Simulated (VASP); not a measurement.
# HfH8C20 in VASP: single point with PBE

Aim: the single point of HfH8C20 with PBE.

Program: VASP 6.6.1. These are calculated values, not measurements. Logs are shortened: lines on timing, memory, paths and dates and some standing lists are left out, and cuts for length are marked.

## 1. The cell of the first run

The cell holds a slab with vacuum, 29 atoms: a = 5.049 Å, b = 5.049 Å, c = 16.165 Å, α = 90.00°, β = 90.00°, γ = 90.00°.

## 2. Single point, PBE

Input file INCAR:

```
ALGO = Normal ; EDIFF = 1E-7
ENCUT = 520 ; GGA = PE
ISIF = 2 ; ISMEAR = -1
LASPH = True ; LCHARG = False
LREAL = Auto ; LWAVE = False
NBANDS = 69 ; NELM = 80
PREC = Accurate ; SIGMA = 0.05
```

Input file KPOINTS:

```
k-points
0
Gamma
  2 2 1
```

Input file POSCAR:

```
HfH8C20
1.0
    5.0487420000      0.0000000000      0.0000000000
    0.0000000000      5.0487420000      0.0000000000
    0.0000000000      0.0000000000     16.1647000000
H C Hf
8 20 1
Direct
    0.4277868000      0.0000000000      0.0618632000
    0.0722132000      0.0000000000      0.0618632000
    0.9277868000      0.0000000000      0.0618632000
    0.5722132000      0.0000000000      0.0618632000
    0.4277868000      0.5000000000      0.0618632000
    0.0722132000      0.5000000000      0.0618632000
    0.9277868000      0.5000000000      0.0618632000
    0.5722132000      0.5000000000      0.0618632000
    0.2500000000      0.0000000000      0.1011278000
    0.7500000000      0.0000000000      0.1011278000
    0.2500000000      0.5000000000      0.1011278000
    0.7500000000      0.5000000000      0.1011278000
    0.2500000000      0.2500000000      0.1563407000
    0.7500000000      0.2500000000      0.1563407000
    0.2500000000      0.7500000000      0.1563407000
    0.7500000000      0.7500000000      0.1563407000
    0.0000189117      0.2501468119      0.2093258173
    0.4999307206      0.2501666598      0.2064658487
    0.0000164938      0.7500085348      0.2182284005
    0.5000637014      0.7501720530      0.2148421315
   -0.0000754317      0.0151022379      0.2714259915
    0.4999919227      0.0138129195      0.2653257588
   -0.0000517255      0.4849704451      0.2713958040
    0.5000325411      0.4866803213      0.2653169642
    0.2564139384      0.0814732936      0.3182321583
    0.7434585965      0.0810251872      0.3182974469
    0.2565048037      0.4206066104      0.3183347773
    0.7434307806      0.4204889398      0.3183554098
    0.4999846524      0.2502161619      0.4139285948
```

Potentials or basis: VASP PAW PBE potentials, release 64 (H, C, Hf_pv).

The run is started by

```
cat potpaw_PBE.64/H/POTCAR potpaw_PBE.64/C/POTCAR potpaw_PBE.64/Hf_pv/POTCAR > POTCAR
mpirun -np 1 vasp_std > vasp.out
```

OUTCAR:

```text
EDIFF = 1E-7
   ENCUT = 520
   GGA = PE
   ISIF = 2
   ISMEAR = -1
   LASPH = True
   LREAL = Auto
   NELM = 80
   PREC = Accurate

 ion  position               nearest neighbor table
   1  0.428  0.000  0.062-   4 0.73   9 1.10
   2  0.072  0.000  0.062-   3 0.73   9 1.10
   3  0.928  0.000  0.062-   2 0.73  10 1.10
   4  0.572  0.000  0.062-   1 0.73  10 1.10
   5  0.428  0.500  0.062-   8 0.73  11 1.10
   6  0.072  0.500  0.062-   7 0.73  11 1.10
   7  0.928  0.500  0.062-   6 0.73  12 1.10
   8  0.572  0.500  0.062-   5 0.73  12 1.10
   9  0.250  0.000  0.101-   1 1.10   2 1.10  13 1.55  15 1.55
  10  0.750  0.000  0.101-   3 1.10   4 1.10  14 1.55  16 1.55
  11  0.250  0.500  0.101-   5 1.10   6 1.10  13 1.55  15 1.55
  12  0.750  0.500  0.101-   7 1.10   8 1.10  14 1.55  16 1.55
  13  0.250  0.250  0.156-  18 1.50  17 1.53   9 1.55  11 1.55
  14  0.750  0.250  0.156-  18 1.50  17 1.53  10 1.55  12 1.55
  15  0.250  0.750  0.156-   9 1.55  11 1.55  20 1.58  19 1.61
  16  0.750  0.750  0.156-  10 1.55  12 1.55  20 1.58  19 1.61
  17  0.000  0.250  0.209-  13 1.53  14 1.53  23 1.55  21 1.55
  18  0.500  0.250  0.206-  13 1.50  14 1.50  22 1.53  24 1.53
  19  0.000  0.750  0.218-  23 1.59  21 1.59  15 1.61  16 1.61
  20  0.500  0.750  0.215-  24 1.56  22 1.56  16 1.58  15 1.58
  21  1.000  0.015  0.271-  26 1.54  25 1.54  17 1.55  19 1.59
  22  0.500  0.014  0.265-  18 1.53  26 1.54  25 1.54  20 1.56  29 2.68
  23  1.000  0.485  0.271-  27 1.54  28 1.54  17 1.55  19 1.59
  24  0.500  0.487  0.265-  18 1.53  28 1.54  27 1.54  20 1.56  29 2.68
  25  0.256  0.081  0.318-  22 1.54  21 1.54  27 1.71  29 2.15
  26  0.743  0.081  0.318-  22 1.54  21 1.54  28 1.71  29 2.15
  27  0.257  0.421  0.318-  24 1.54  23 1.54  25 1.71  29 2.15
  28  0.743  0.420  0.318-  24 1.54  23 1.54  26 1.71  29 2.15
  29  0.500  0.250  0.414-  26 2.15  25 2.15  28 2.15  27 2.15  22 2.68  24 2.68

  LATTYP: Found a simple tetragonal cell.
 ALAT       =     5.0487420000
 C/A-ratio  =     3.2017282721

  Lattice vectors:

 A1 = (   5.0487420000,   0.0000000000,   0.0000000000)
 A2 = (   0.0000000000,   5.0487420000,   0.0000000000)
 A3 = (   0.0000000000,   0.0000000000,  16.1647000000)

Analysis of symmetry for initial positions (statically):
=====================================================================
 Subroutine PRICEL returns:
 Original cell was already a primitive cell.

 Routine SETGRP: Setting up the symmetry group for a
 simple tetragonal supercell.

 Subroutine GETGRP returns: Found  1 space group operations
 (whereof  1 operations were pure point group operations)
 out of a pool of 16 trial point group operations.

The static configuration has the point symmetry C_1 .

Analysis of symmetry for dynamics (positions and initial velocities):
=====================================================================
 Subroutine PRICEL returns:
 Original cell was already a primitive cell.

 Routine SETGRP: Setting up the symmetry group for a
 simple tetragonal supercell.

 Subroutine GETGRP returns: Found  1 space group operations
 (whereof  1 operations were pure point group operations)
 out of a pool of 16 trial point group operations.

The dynamic configuration has the point symmetry C_1 .

 Subroutine INISYM returns: Found  1 space group operations
 (whereof  1 operations are pure point group operations),
 and found     1 'primitive' translations

----------------------------------------------------------------------------------------

                                     Primitive cell

  volume of cell :     412.0349

  direct lattice vectors                    reciprocal lattice vectors
     5.048742000  0.000000000  0.000000000     0.198069143  0.000000000  0.000000000
     0.000000000  5.048742000  0.000000000     0.000000000  0.198069143  0.000000000
     0.000000000  0.000000000 16.164700000     0.000000000  0.000000000  0.061863196

  length of vectors
     5.048742000  5.048742000 16.164700000     0.198069143  0.198069143  0.061863196

  position of ions in fractional coordinates (direct lattice)
     0.427786800  0.000000000  0.061863200
     0.072213200  0.000000000  0.061863200
     0.927786800  0.000000000  0.061863200
     0.572213200  0.000000000  0.061863200
     0.427786800  0.500000000  0.061863200
     0.072213200  0.500000000  0.061863200
[... 21 lines left out ...]
     0.743430781  0.420488940  0.318355410
     0.499984652  0.250216162  0.413928595

  ion indices of the primitive-cell ions
   primitive index   ion index
                 1           1
                 2           2
                 3           3
                 4           4
                 5           5
                 6           6
[... 21 lines left out ...]
                28          28
                29          29

----------------------------------------------------------------------------------------

 KPOINTS: k-points

Automatic generation of k-mesh.
 Grid dimensions read from file:
 generate k-points for:    2    2    1

 Generating k-lattice:

  Cartesian coordinates                     Fractional coordinates (reciprocal lattice)
     0.099034571  0.000000000  0.000000000     0.500000000  0.000000000  0.000000000
     0.000000000  0.099034571  0.000000000     0.000000000  0.500000000  0.000000000
     0.000000000  0.000000000  0.061863196     0.000000000  0.000000000  1.000000000

  Length of vectors
     0.099034571  0.099034571  0.061863196

  Shift w.r.t. Gamma in fractional coordinates (k-lattice)
     0.000000000  0.000000000  0.000000000

 Subroutine IBZKPT returns following result:
 ===========================================

 Found      4 irreducible k-points:

 Following reciprocal coordinates:
            Coordinates               Weight
  0.000000  0.000000  0.000000      1.000000
  0.500000  0.000000  0.000000      1.000000
  0.000000  0.500000  0.000000      1.000000
  0.500000  0.500000  0.000000      1.000000
   k-points           NKPTS =      4   k-points in BZ     NKDIM =      4   number of bands    NBANDS=     69
   number of dos      NEDOS =    301   number of ions     NIONS =     29
   total plane-waves  NPLWV = 192000
   dimension x,y,z NGX =    40 NGY =   40 NGZ =  120
   dimension x,y,z NGXF=    80 NGYF=   80 NGZF=  240
   ions per type =               8  20   1
   NGX,Y,Z   is equivalent  to a cutoff of  13.17, 13.17, 12.34 a.u.
   NGXF,Y,Z  is equivalent  to a cutoff of  26.34, 26.34, 24.68 a.u.
 SYSTEM =  unknown system
   PREC   = accura    normal or accurate (medium, high low for compatibility)
   ISTART =      0    job   : 0-new  1-cont  2-samecut
   ICHARG =      2    charge: 1-file 2-atom 10-const
   ISPIN  =      1    spin polarized calculation?
   LNONCOLLINEAR =      F non collinear calculations
   LSORBIT =      F    spin-orbit coupling
   LASPH  =      T    aspherical Exc in radial PAW
   ENCUT  =  520.0 eV  38.22 Ry    6.18 a.u.   9.39  9.39 30.06*2*pi/ulx,y,z
   NELM   =     80;   NELMIN=  2; NELMDL= -5     # of ELM steps
   EDIFF  = 0.1E-06   stopping-criterion for ELM
   LREAL  =      T    real-space projection
   EDIFFG = 0.1E-05   stopping-criterion for IOM
   NSW    =      0    number of steps for IOM
   IBRION =     -1    ionic relax: 0-MD 1-quasi-New 2-CG
   NFREE  =      0    steps in history (QN), initial steepest desc. (CG)
   ISIF   =      2    stress and relaxation
   ISYM   =      2    0-nonsym 1-usesym 2-fastsym
   POTIM  = 0.5000    time-step for ionic-motion
   TEBEG  =    0.0;   TEEND  =   0.0 temperature during run
   PSTRESS=    0.0 pullay stress
   NELECT =      98.0000    total number of electrons
   NUPDOWN=      -1.0000    fix difference up-down
   EMIN   =  10.00;   EMAX   =-10.00  energy-range for DOS
   EFERMI =   0.00;   METHOD = LEGACY
   ISMEAR =    -1;   SIGMA  =   0.05  broadening in eV -4-tet -1-fermi 0-gaus
   EFERMI_NEDOS =   21; number of points for ismear=-14 and -15
   IALGO  =     38    algorithm
   IMIX   =      4    mixing-type and parameters
     AMIX     =   0.40;   BMIX     =  1.00
     AMIX_MAG =   1.60;   BMIX_MAG =  1.00
  volume/ion in A,a.u.               =      14.21        95.88
  Fermi-wavevector in a.u.,A,eV,Ry     =   1.014313  1.916775 13.998106  1.028832
  Thomas-Fermi vector in A             =   2.147534
   LORBIT       =      0    0 simple, 1 ext, 2 COOP (PROOUT), +10 PAW based schemes
   GGA     = PE    functional components
   LHFCALC =     F    Hartree Fock is set to
   AEXX    =    0.0000 exact exchange contribution
   IVDW    =     0    specifies the selected vdW correction
   LEPSILON=     F    determine dielectric tensor
   LRPA    =     F    only Hartree local field effects (RPA)
 non-spin polarized calculation
  energy-cutoff  :      520.00
  volume of cell :      412.03
 maximum number of plane-waves:     11113
 NGX is ok and might be reduce to    40
   NGX = 19   NGY = 19   NGZ = 61

 number of electron      98.0000001 magnetization

 Free energy of the ion-electron system (eV)
  ---------------------------------------------------
  ext. energy  EPLUGINS =         0.00000000
  ---------------------------------------------------
  free energy    TOTEN  =      -199.16994268 eV

  energy without entropy =     -199.12209463  energy(sigma->0) =     -199.14601866

 E-fermi :   1.5232     XC(G=0):  -6.0833

 val. band max:        1.5193760813   @ k =   0.0000   0.0000   0.0000
 cond. band min:       1.7895504269   @ k =   0.5000   0.0000   0.0000
 fundamental gap:      0.2701743456
 Fermi energy:         1.5232162209

 k-point     1 :       0.0000    0.0000    0.0000
  band No.  band energies     occupation
      1     -29.9634      2.00000
      2     -29.5561      2.00000
      3     -29.4387      2.00000
      4     -19.3306      2.00000
      5     -17.0901      2.00000
      6     -15.0572      2.00000
[... 53 lines left out ...]
     60       6.0948      0.00000
     61       6.1243      0.00000

 k-point     2 :       0.5000    0.0000    0.0000
  band No.  band energies     occupation
      1     -29.9629      2.00000
      2     -29.5581      2.00000
      3     -29.4386      2.00000
      4     -18.2968      2.00000
      5     -18.0777      2.00000
      6     -16.0397      2.00000
[... 53 lines left out ...]
     60       6.2874      0.00000
     61       6.3329      0.00000

 k-point     3 :       0.0000    0.5000    0.0000
  band No.  band energies     occupation
      1     -29.9631      2.00000
      2     -29.5560      2.00000
      3     -29.4401      2.00000
      4     -18.5990      2.00000
      5     -17.7797      2.00000
      6     -16.4007      2.00000
[... 53 lines left out ...]
     60       5.5671      0.00000
     61       5.6982      0.00000

 k-point     4 :       0.5000    0.5000    0.0000
  band No.  band energies     occupation
      1     -29.9627      2.00000
      2     -29.5579      2.00000
      3     -29.4399      2.00000
      4     -17.5871      2.00000
      5     -17.3508      2.00000
      6     -16.7423      2.00000
[... 53 lines left out ...]
     60       5.7206      0.00000
     61       5.9549      0.00000
 [bands above 61 left out]

------------------------ aborting loop because EDIFF is reached ----------------------------------------

  FORCE on cell =-STRESS in cart. coord.  units (eV):
  Direction    XX          YY          ZZ          XY          YZ          ZX
  --------------------------------------------------------------------------------------
  -------------------------------------------------------------------------------------
  Total       67.3721785     -4.7003525     -3.9699456     -0.0021608     -0.2796699      0.0165266
  in kB      261.9733826    -18.2770880    -15.4369372     -0.0084021     -1.0874827      0.0642628
  external PRESSURE =      76.0864525 kB  Pullay stress =       0.0000000 kB

 VOLUME and BASIS-vectors are now :
 -----------------------------------------------------------------------------
  energy-cutoff  :      520.00
  volume of cell :      412.03
      direct lattice vectors                 reciprocal lattice vectors
     5.048742000  0.000000000  0.000000000     0.198069143  0.000000000  0.000000000
     0.000000000  5.048742000  0.000000000     0.000000000  0.198069143  0.000000000
     0.000000000  0.000000000 16.164700000     0.000000000  0.000000000  0.061863196

 POSITION                                       TOTAL-FORCE (eV/Angst)
 -----------------------------------------------------------------------------------
      2.15979      0.00000      1.00000        -8.722513     -0.047017     -0.090029
      0.36459      0.00000      1.00000         8.711320     -0.058736     -0.129891
      4.68416      0.00000      1.00000        -8.711683     -0.058864     -0.130188
      2.88896      0.00000      1.00000         8.723030     -0.047016     -0.090293
      2.15979      2.52437      1.00000        -8.722901      0.048272     -0.089801
      0.36459      2.52437      1.00000         8.712188      0.060917     -0.129117
[... 21 lines left out ...]
      3.75339      2.12294      5.14612         0.011955     -0.082598      0.044370
      2.52429      1.26328      6.69103        -0.002254      0.004356     -0.165364
 -----------------------------------------------------------------------------------
    total drift:                               -0.001652     -0.008300      0.027646

  FREE ENERGIE OF THE ION-ELECTRON SYSTEM (eV)
  ---------------------------------------------------
  free  energy   TOTEN  =      -199.1699426790 eV

  energy  without entropy=     -199.1220946322  energy(sigma->0) =     -199.14601866
```

Run time: 9.5 min. Hardware: 1 thread of AMD EPYC 7R13, shared host; peak memory 0.44 GiB.

What came out:

```
Free energy   : -199.1699 eV
Largest force : 8.724 eV/Å
```

Forces in eV/Å, atoms in the order of the input:
```
H   -8.723 -0.047 -0.090
H    8.711 -0.059 -0.130
H   -8.712 -0.059 -0.130
H    8.723 -0.047 -0.090
H   -8.723  0.048 -0.090
H    8.712  0.061 -0.129
H   -8.712  0.061 -0.129
H    8.723  0.048 -0.090
C   -0.224 -0.173  1.397
C    0.224 -0.172  1.396
C   -0.222  0.174  1.394
C    0.221  0.173  1.394
C   -0.307  0.012 -2.663
C    0.299  0.013 -2.662
C   -0.148  0.012  0.267
C    0.155  0.015  0.263
C   -0.017 -0.023 -0.016
C    0.024  0.003 -0.024
C   -0.004  0.009 -0.019
C   -0.013 -0.001 -0.005
C    0.009  0.041 -0.034
C   -0.006  0.018  0.082
C    0.005  0.074 -0.046
C   -0.008  0.054  0.061
C   -0.004 -0.048  0.097
C    0.012 -0.016  0.072
C   -0.006 -0.093  0.046
C    0.012 -0.083  0.044
Hf  -0.002  0.004 -0.165
```

Caveat: the k points lie up to 0.62 Å⁻¹ apart; spin-orbit coupling is left out, which moves the levels of the heavy elements.
